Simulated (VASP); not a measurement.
A run of VASP 6.6.1:

The input INCAR:

```
SYSTEM = Ag4F3
ALGO = Normal ; EDIFF = 1E-6
ENCUT = 520 ; GGA = PE
ISIF = 2 ; ISMEAR = 0
ISPIN = 2 ; LASPH = .TRUE.
LCHARG = .TRUE. ; LELF = .TRUE.
LMAXMIX = 4 ; LORBIT = 11
LREAL = .FALSE. ; LVHAR = .TRUE.
LWAVE = .FALSE. ; MAGMOM = 1 1 1 1 0 0 0
NBANDS = 46 ; NELM = 150
PREC = Accurate ; SIGMA = 0.1
```

Contents of KPOINTS:

```
k-points
0
G
  4 4 4
  0 0 0
```

The input POSCAR:

```
Ag4F3
1.0
    5.0162780000      0.0000000000      0.0000000000
    0.0000000000      5.0162780000      0.0000000000
    0.0000000000      0.0000000000      5.0162780000
Ag F
4 3
Direct
    0.6997140000      0.6997140000      0.6997140000
    0.3002860000      0.3002860000      0.6997140000
    0.3002860000      0.6997140000      0.3002860000
    0.6997140000      0.3002860000      0.3002860000
    0.0000000000      0.0000000000      0.5000000000
    0.5000000000      0.0000000000      0.0000000000
    0.0000000000      0.5000000000      0.0000000000
```

Potentials or basis: VASP PAW PBE potentials, release 64 (Ag, F).

Launch:

```bash
$ cat potpaw_PBE.64/Ag/POTCAR potpaw_PBE.64/F/POTCAR > POTCAR
$ mpirun -np 1 vasp_std > vasp.out
```

Hardware: 1 thread of Oxide Virtual Turin-like Processor, on a shared host.

Problem. Estimate the wall time of this run.

Solution. Run time: 2.1 min on 1 thread of Oxide Virtual Turin-like Processor (shared host), peak memory 0.28 GiB. Counts: scf iterations 15, k points 10.
